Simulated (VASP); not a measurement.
# RbBr in VASP: notebook, part 2 of 2

VASP 6.6.1. Earlier steps stand in the parts before.

**3. Single point, PBE (volume changed by +6%)**

Input file INCAR:

```
PREC = Accurate
ENCUT = 520
EDIFF = 1E-6
ISMEAR = 0
SIGMA = 0.01
LREAL = F
LASPH = T
NELM = 80
ALGO = Normal
ISIF = 2
LWAVE = F
LCHARG = T
GGA = PE
LELF = T
LVHAR = T
NBANDS = 24
```

Input file KPOINTS:

```
Automatic mesh
0
Gamma
  6 6 4
```

Input file POSCAR:

```
RbBr
1.0
    6.0478239109      0.0000000000      0.0000000000
   -3.0239119555      5.2375691444      0.0000000000
    0.0000000000      0.0000000000      7.0934122688
Rb Br
2 2
Direct
    0.3333333333      0.6666666667     -0.0624917499
    0.6666666667      0.3333333333      0.4375082501
    0.3333333333      0.6666666667      0.4374917499
    0.6666666667      0.3333333333      0.9374917499
```

Potentials or basis: VASP PAW PBE potentials, release 64 (Rb_sv, Br).

Launch:

```
> cat potpaw_PBE.64/Rb_sv/POTCAR potpaw_PBE.64/Br/POTCAR > POTCAR
> mpirun -np 1 vasp_std > vasp.out
```

OUTCAR:

```text
PREC = Accurate
   ENCUT = 520
   EDIFF = 1E-6
   ISMEAR = 0
   LREAL = F
   LASPH = T
   NELM = 80
   ISIF = 2
   GGA = PE

 ion  position               nearest neighbor table
   1  0.333  0.667  0.938-   4 3.49   4 3.49   4 3.49   3 3.55   3 3.55   2 4.98   2 4.98   2 4.98
                             2 4.98   2 4.98   2 4.98
   2  0.667  0.333  0.438-   3 3.49   3 3.49   3 3.49   4 3.55   4 3.55   1 4.98   1 4.98   1 4.98
                             1 4.98   1 4.98   1 4.98
   3  0.333  0.667  0.437-   2 3.49   2 3.49   2 3.49   1 3.55   1 3.55
   4  0.667  0.333  0.937-   1 3.49   1 3.49   1 3.49   2 3.55   2 3.55

  LATTYP: Found a hexagonal cell.
 ALAT       =     6.0478239109
 C/A-ratio  =     1.1728867066

  Lattice vectors:

 A1 = (   6.0478239109,   0.0000000000,   0.0000000000)
 A2 = (  -3.0239119555,   5.2375691444,   0.0000000000)
 A3 = (   0.0000000000,   0.0000000000,   7.0934122688)

Analysis of symmetry for initial positions (statically):
=====================================================================
 Subroutine PRICEL returns:
 Original cell was already a primitive cell.

 Routine SETGRP: Setting up the symmetry group for a
 hexagonal supercell.

 Subroutine GETGRP returns: Found 12 space group operations
 (whereof  6 operations were pure point group operations)
 out of a pool of 24 trial point group operations.

The static configuration has the point symmetry C_3v.
 The point group associated with its full space group is C_6v.

Analysis of symmetry for dynamics (positions and initial velocities):
=====================================================================
 Subroutine PRICEL returns:
 Original cell was already a primitive cell.

 Routine SETGRP: Setting up the symmetry group for a
 hexagonal supercell.

 Subroutine GETGRP returns: Found 12 space group operations
 (whereof  6 operations were pure point group operations)
 out of a pool of 24 trial point group operations.

The dynamic configuration has the point symmetry C_3v.
 The point group associated with its full space group is C_6v.

 Subroutine INISYM returns: Found 12 space group operations
 (whereof  6 operations are pure point group operations),
 and found     1 'primitive' translations

----------------------------------------------------------------------------------------

                                     Primitive cell

  volume of cell :     224.6902

  direct lattice vectors                    reciprocal lattice vectors
     6.047823911  0.000000000  0.000000000     0.165348730  0.095464133  0.000000000
    -3.023911956  5.237569144  0.000000000     0.000000000  0.190928267  0.000000000
     0.000000000  0.000000000  7.093412269     0.000000000  0.000000000  0.140975875

  length of vectors
     6.047823911  6.047823911  7.093412269     0.190928267  0.190928267  0.140975875

  position of ions in fractional coordinates (direct lattice)
     0.333333333  0.666666667  0.937508250
     0.666666667  0.333333333  0.437508250
     0.333333333  0.666666667  0.437491750
     0.666666667  0.333333333  0.937491750

  ion indices of the primitive-cell ions
   primitive index   ion index
[... 25 lines left out ...]

 Subroutine IBZKPT returns following result:
 ===========================================

 Found     21 irreducible k-points:

 Following reciprocal coordinates:
            Coordinates               Weight
  0.000000  0.000000  0.000000      1.000000
  0.166667  0.000000  0.000000      6.000000
  0.333333  0.000000  0.000000      6.000000
  0.500000  0.000000  0.000000      3.000000
  0.166667  0.166667  0.000000      6.000000
  0.333333  0.166667  0.000000     12.000000
[... 13 lines left out ...]
  0.333333  0.166667  0.500000     12.000000
  0.333333  0.333333  0.500000      2.000000
   k-points           NKPTS =     21   k-points in BZ     NKDIM =     21   number of bands    NBANDS=     24
   number of dos      NEDOS =    301   number of ions     NIONS =      4
   total plane-waves  NPLWV = 124416
   dimension x,y,z NGX =    48 NGY =   48 NGZ =   54
   dimension x,y,z NGXF=    96 NGYF=   96 NGZF=  108
   ions per type =               2   2
   NGX,Y,Z   is equivalent  to a cutoff of  13.19, 13.19, 12.66 a.u.
   NGXF,Y,Z  is equivalent  to a cutoff of  26.39, 26.39, 25.31 a.u.
 SYSTEM =  unknown system
   PREC   = accura    normal or accurate (medium, high low for compatibility)
   ISTART =      0    job   : 0-new  1-cont  2-samecut
   ICHARG =      2    charge: 1-file 2-atom 10-const
   ISPIN  =      1    spin polarized calculation?
   LNONCOLLINEAR =      F non collinear calculations
   LSORBIT =      F    spin-orbit coupling
   LASPH  =      T    aspherical Exc in radial PAW
   ENCUT  =  520.0 eV  38.22 Ry    6.18 a.u.  11.24 11.24 13.19*2*pi/ulx,y,z
   NELM   =     80;   NELMIN=  2; NELMDL= -5     # of ELM steps
   EDIFF  = 0.1E-05   stopping-criterion for ELM
   LREAL  =      F    real-space projection
   EDIFFG = 0.1E-04   stopping-criterion for IOM
   NSW    =      0    number of steps for IOM
   IBRION =     -1    ionic relax: 0-MD 1-quasi-New 2-CG
   NFREE  =      0    steps in history (QN), initial steepest desc. (CG)
   ISIF   =      2    stress and relaxation
   ISYM   =      2    0-nonsym 1-usesym 2-fastsym
   POTIM  = 0.5000    time-step for ionic-motion
   TEBEG  =    0.0;   TEEND  =   0.0 temperature during run
   PSTRESS=    0.0 pullay stress
   NELECT =      32.0000    total number of electrons
   NUPDOWN=      -1.0000    fix difference up-down
   EMIN   =  10.00;   EMAX   =-10.00  energy-range for DOS
   EFERMI =   0.00;   METHOD = LEGACY
   ISMEAR =     0;   SIGMA  =   0.01  broadening in eV -4-tet -1-fermi 0-gaus
   EFERMI_NEDOS =   21; number of points for ismear=-14 and -15
   IALGO  =     38    algorithm
   IMIX   =      4    mixing-type and parameters
     AMIX     =   0.40;   BMIX     =  1.00
     AMIX_MAG =   1.60;   BMIX_MAG =  1.00
  volume/ion in A,a.u.               =      56.17       379.07
  Fermi-wavevector in a.u.,A,eV,Ry     =   0.854929  1.615582  9.944550  0.730904
  Thomas-Fermi vector in A             =   1.971601
   LORBIT       =      0    0 simple, 1 ext, 2 COOP (PROOUT), +10 PAW based schemes
   GGA     = PE    functional components
   LHFCALC =     F    Hartree Fock is set to
   AEXX    =    0.0000 exact exchange contribution
   IVDW    =     0    specifies the selected vdW correction
   LEPSILON=     F    determine dielectric tensor
   LRPA    =     F    only Hartree local field effects (RPA)
 non-spin polarized calculation
 Gauss-broadening in eV      SIGMA  =   0.01
  energy-cutoff  :      520.00
  volume of cell :      224.69
 maximum number of plane-waves:      6086
 NGX is ok and might be reduce to    48
   NGX = 23   NGY = 23   NGZ = 27

 number of electron      32.0000002 magnetization

 Free energy of the ion-electron system (eV)
  ---------------------------------------------------
  ext. energy  EPLUGINS =         0.00000000
  ---------------------------------------------------
  free energy    TOTEN  =       -12.05102505 eV

  energy without entropy =      -12.05102505  energy(sigma->0) =      -12.05102505

 E-fermi :  -2.7141     XC(G=0):  -5.8592

 val. band max:       -2.8229602247   @ k =   0.0000   0.0000   0.0000
 cond. band min:       1.1178463621   @ k =   0.0000   0.0000   0.0000
 fundamental gap:      3.9408065869
 Fermi energy:        -2.7140650476

 k-point     1 :       0.0000    0.0000    0.0000
  band No.  band energies     occupation
      1     -27.6337      2.00000
      2     -27.6280      2.00000
      3     -14.8662      2.00000
      4     -14.8324      2.00000
      5     -11.7890      2.00000
      6     -11.7630      2.00000
[... 556 lines left out ...]
     23       5.0648      0.00000
     24       5.0648      0.00000

------------------------ aborting loop because EDIFF is reached ----------------------------------------

  FORCE on cell =-STRESS in cart. coord.  units (eV):
  Direction    XX          YY          ZZ          XY          YZ          ZX
  --------------------------------------------------------------------------------------
  -------------------------------------------------------------------------------------
  Total       -0.5737743     -0.5737743     -0.7369385      0.0000000      0.0000000      0.0000000
  in kB       -4.0913591     -4.0913591     -5.2548183      0.0000000      0.0000000      0.0000000
  external PRESSURE =      -4.4791788 kB  Pullay stress =       0.0000000 kB

 VOLUME and BASIS-vectors are now :
 -----------------------------------------------------------------------------
  energy-cutoff  :      520.00
  volume of cell :      224.69
      direct lattice vectors                 reciprocal lattice vectors
     6.047823911  0.000000000  0.000000000     0.165348730  0.095464133  0.000000000
    -3.023911956  5.237569144  0.000000000     0.000000000  0.190928267  0.000000000
     0.000000000  0.000000000  7.093412269     0.000000000  0.000000000  0.140975875

 POSITION                                       TOTAL-FORCE (eV/Angst)
 -----------------------------------------------------------------------------------
     -0.00000      3.49171      6.65013         0.000000     -0.000000     -0.000151
      3.02391      1.74586      3.10343        -0.000000     -0.000000     -0.000151
     -0.00000      3.49171      3.10331         0.000000      0.000000      0.000151
      3.02391      1.74586      6.65002         0.000000     -0.000000      0.000151
 -----------------------------------------------------------------------------------
    total drift:                               -0.000000      0.000000      0.000261

  FREE ENERGIE OF THE ION-ELECTRON SYSTEM (eV)
  ---------------------------------------------------
  free  energy   TOTEN  =       -12.0510250492 eV

  energy  without entropy=      -12.0510250492  energy(sigma->0) =      -12.05102505
```

stdout:

```text
POSCAR found type information on POSCAR RbBr
 POSCAR found :  2 types and       4 ions
 scaLAPACK will be used
 LDA part: xc-table for (Slater+PW92), standard interpolation
 POSCAR, INCAR and KPOINTS ok, starting setup
 FFT: planning ... GRIDC
 FFT: planning ... GRID_SOFT
 FFT: planning ... GRID
 WAVECAR not read
 entering main loop
```

It took 1.7 min on 1 thread of Intel Xeon Platinum 8488C (Sapphire Rapids), shared host; peak memory 0.38 GiB.

What came out:

```yaml
Free_energy: -12.0510 eV
Pressure: -0.4 GPa
Band_gap_on_the_k_mesh: 3.94 eV, direct
```

 A k mesh can miss the band edges.
